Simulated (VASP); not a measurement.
WC (Qusongite), 2 atoms in the cell. It takes space group P-6m2 (No. 187, hexagonal). The conventional cell has a = 2.895 Å, b = 2.895 Å, c = 2.830 Å, α = 90.00°, β = 90.00°, γ = 120.00°. Within 2.9 Å of W (site symmetry -6m2) lie 6 C at 2.19 Å and 8 W at 2.83 to 2.90 Å. Within 2.9 Å of C (site symmetry -6m2) lie 6 W at 2.19 Å and 8 C at 2.83 to 2.90 Å. 

```yaml
Program: VASP 6.6.1
Task: single point
Functional: RPBE
Dispersion: D4
Potentials_or_basis: VASP PAW PBE potentials, release 64 (W_sv, C)
Cutoff: 520 eV
k_mesh: 10 × 10 × 9
Occupations: fermi-dirac, width 0.05 eV
Spin: no spin polarisation
Dipole_correction: no
Further_INCAR_settings: ALGO = Normal; EDIFF = 1e-06; NBANDS = 16
```

Potentials or basis: VASP PAW PBE potentials, release 64 (W_sv, C).

Run with:

```bash
$ cat potpaw_PBE.64/W_sv/POTCAR potpaw_PBE.64/C/POTCAR > POTCAR
$ mpirun -np 1 vasp_std > vasp.out
```

Hardware: 1 thread of Intel(R) Xeon(R) Platinum 8375C CPU @ 2.90GHz (Ice Lake), with other jobs on the host.

Problem. How long does it take, and how much memory?

Solution. Wall time 11 s on 1 thread of Intel(R) Xeon(R) Platinum 8375C CPU @ 2.90GHz (Ice Lake), on a shared host, peak memory 0.16 GiB. Counts: scf iterations 13, k points 70.
